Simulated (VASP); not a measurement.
# Lu (P6_3/mmc) in VASP: notebook, part 3 of 3

VASP 6.6.1. Earlier steps stand in the parts before.

**7. Single point, r2SCAN**

Input file POSCAR:

```
Lu
1.0
    3.5048186286      0.0000000000      0.0000000000
   -1.7524093143      3.0352619680      0.0000000000
    0.0000000000      0.0000000000      5.4696750779
Lu
2
Direct
    0.3333333333      0.6666666667      0.2500000000
    0.6666666667      0.3333333333      0.7500000000
```

Input file INCAR.step1:

```
  PREC = Accurate
  ENCUT = 520
  ISMEAR = -1
  SIGMA = 0.03
  LREAL = F
  LASPH = T
  NELM = 60
  NBANDS = 32
  GGA = PE
  ALGO = Normal
  EDIFF = 1E-4
  LWAVE = T
  LCHARG = F
```

Input file INCAR.step2:

```
  PREC = Accurate
  ENCUT = 520
  EDIFF = 1E-6
  ISMEAR = -1
  SIGMA = 0.03
  LREAL = F
  LASPH = T
  NELM = 60
  ALGO = Normal
  ISIF = 2
  LWAVE = F
  LCHARG = F
  METAGGA = R2SCAN
  LMIXTAU = T
  NBANDS = 32
  ISTART = 1
```

Input file KPOINTS:

```
regular mesh
0
Gamma
  10 10 6
```

Potentials or basis: VASP PAW PBE potentials, release 64 (Lu).

Started as:

```console
$ cat potpaw_PBE.64/Lu/POTCAR > POTCAR
$ cp INCAR.step1 INCAR
$ mpirun -np 1 vasp_std > vasp.out
$ cp INCAR.step2 INCAR
$ mpirun -np 1 vasp_std > vasp.out
```

OUTCAR:

```text
PREC = Accurate
   ENCUT = 520
   EDIFF = 1E-6
   ISMEAR = -1
   LREAL = F
   LASPH = T
   NELM = 60
   ISIF = 2
   METAGGA = R2SCAN
   ISTART = 1

 ion  position               nearest neighbor table
   1  0.333  0.667  0.250-   2 3.40   2 3.40   2 3.40   2 3.40   2 3.40   2 3.40
   2  0.667  0.333  0.750-   1 3.40   1 3.40   1 3.40   1 3.40   1 3.40   1 3.40

  LATTYP: Found a hexagonal cell.
 ALAT       =     3.5048186286
 C/A-ratio  =     1.5606157287

  Lattice vectors:

 A1 = (   3.5048186286,   0.0000000000,   0.0000000000)
 A2 = (  -1.7524093143,   3.0352619680,   0.0000000000)
 A3 = (   0.0000000000,   0.0000000000,   5.4696750779)

Analysis of symmetry for initial positions (statically):
=====================================================================
 Subroutine PRICEL returns:
 Original cell was already a primitive cell.

 Routine SETGRP: Setting up the symmetry group for a
 hexagonal supercell.

 Subroutine GETGRP returns: Found 24 space group operations
 (whereof 12 operations were pure point group operations)
 out of a pool of 24 trial point group operations.

[... 160 lines left out ...]
  free energy    TOTEN  =       -76.11844480 eV

  energy without entropy =      -76.10806178  energy(sigma->0) =      -76.11325329

 E-fermi :   2.1516     XC(G=0): -11.6057

 val. band max:        2.1399332693   @ k =   0.2000   0.2000   0.1667
 cond. band min:       2.1525860956   @ k =   0.4000   0.1000   0.3333
 fundamental gap:      0.0126528263
 Fermi energy:         2.1516154273

 k-point     1 :       0.0000    0.0000    0.0000
  band No.  band energies     occupation
      1     -55.7094      2.00000
      2     -55.6706      2.00000
      3     -26.0135      2.00000
      4     -25.5603      2.00000
      5     -25.5602      2.00000
      6     -25.4746      2.00000
[... 829 lines left out ...]
     31       8.3361      0.00000
     32       8.6238      0.00000

 [... further k-points ...]

------------------------ aborting loop because EDIFF is reached ----------------------------------------

  FORCE on cell =-STRESS in cart. coord.  units (eV):
  Direction    XX          YY          ZZ          XY          YZ          ZX
  --------------------------------------------------------------------------------------
  -------------------------------------------------------------------------------------
  Total        0.0773961      0.0773961     -0.0889363      0.0000000     -0.0000000      0.0000000
  in kB        2.1311116      2.1311116     -2.4488737      0.0000000     -0.0000000      0.0000000
  external PRESSURE =       0.6044498 kB  Pullay stress =       0.0000000 kB

 VOLUME and BASIS-vectors are now :
 -----------------------------------------------------------------------------
  energy-cutoff  :      520.00
  volume of cell :       58.19
      direct lattice vectors                 reciprocal lattice vectors
     3.504818629  0.000000000  0.000000000     0.285321469  0.164730427  0.000000000
    -1.752409314  3.035261968  0.000000000     0.000000000  0.329460854  0.000000000
     0.000000000  0.000000000  5.469675078     0.000000000  0.000000000  0.182826217

 POSITION                                       TOTAL-FORCE (eV/Angst)
 -----------------------------------------------------------------------------------
     -0.00000      2.02351      1.36742        -0.000000     -0.000000      0.000000
      1.75241      1.01175      4.10226         0.000000      0.000000      0.000000
 -----------------------------------------------------------------------------------
    total drift:                               -0.000000      0.000000     -0.000000

  FREE ENERGIE OF THE ION-ELECTRON SYSTEM (eV)
  ---------------------------------------------------
  free  energy   TOTEN  =       -76.1184448032 eV

  energy  without entropy=      -76.1080617774  energy(sigma->0) =      -76.11325329
```

OSZICAR.step1:

```text
N       E                     dE             d eps       ncg     rms          rms(c)
DAV:   1     0.239085922045E+03    0.23909E+03   -0.19258E+04  5240   0.507E+03
DAV:   2     0.209953466834E+02   -0.21809E+03   -0.21004E+03  3824   0.550E+02
DAV:   3    -0.669673342219E+01   -0.27692E+02   -0.27183E+02  5280   0.118E+02
DAV:   4    -0.914884898614E+01   -0.24521E+01   -0.24403E+01  5424   0.245E+01
DAV:   5    -0.921998504448E+01   -0.71136E-01   -0.71114E-01  5600   0.426E+00    0.492E+00
DAV:   6    -0.908557993889E+01    0.13441E+00   -0.41462E-01  5656   0.810E+00    0.232E+00
DAV:   7    -0.905131437096E+01    0.34266E-01   -0.95249E-02  5248   0.187E+00    0.433E-01
DAV:   8    -0.904840251780E+01    0.29119E-02   -0.11769E-02  5896   0.896E-01    0.142E-01
DAV:   9    -0.904862860159E+01   -0.22608E-03   -0.13706E-03  4224   0.257E-01    0.878E-02
DAV:  10    -0.904862995297E+01   -0.13514E-05   -0.18925E-04  3968   0.106E-01
   1 F= -.90486300E+01 E0= -.90443528E+01  d E =-.855437E-02
```

It took 3.1 min on 1 thread of Intel Xeon 6975P-C (Granite Rapids), shared host; peak memory 0.25 GiB.

What came out:

```
Free energy            : -76.1184 eV
Pressure               : 0.1 GPa
Band gap on the k mesh : zero (band 25 reaches 3.52 eV, above the bottom of band 26 at 1.52 eV)
```

Caveat: the PAW data sets were made with another functional, which shifts forces and pressure a little; spin-orbit coupling is left out, which moves the levels of the heavy elements.

**8. The runs side by side**

| k mesh | smearing | gap on the mesh (eV) | pressure (GPa) |
| --- | --- | --- | --- |
| 6 × 6 × 4 | fermi-dirac 0.1 eV | none | 0.1 |
| 8 × 8 × 5 | fermi-dirac 0.1 eV | none | 0.4 |
| 10 × 10 × 6 | fermi-dirac 0.1 eV | none | 0.3 |
| 10 × 10 × 6 | fermi-dirac 0.01 eV | none | 0.0 |
| 10 × 10 × 6 | fermi-dirac 0.03 eV | none | 0.1 |

Alike in all rows: task single point; level r2SCAN; potentials or basis VASP PAW PBE potentials, release 64 (Lu); no spin polarisation; cell as given; cutoff (eV) 520.

Every run on the cell as given and a fine mesh finds a metal.

Caveats: the PAW data sets were made with another functional, which shifts forces and pressure a little; spin-orbit coupling is left out, which moves the levels of the heavy elements.

Absolute energies hang on the potentials; compare differences alone.
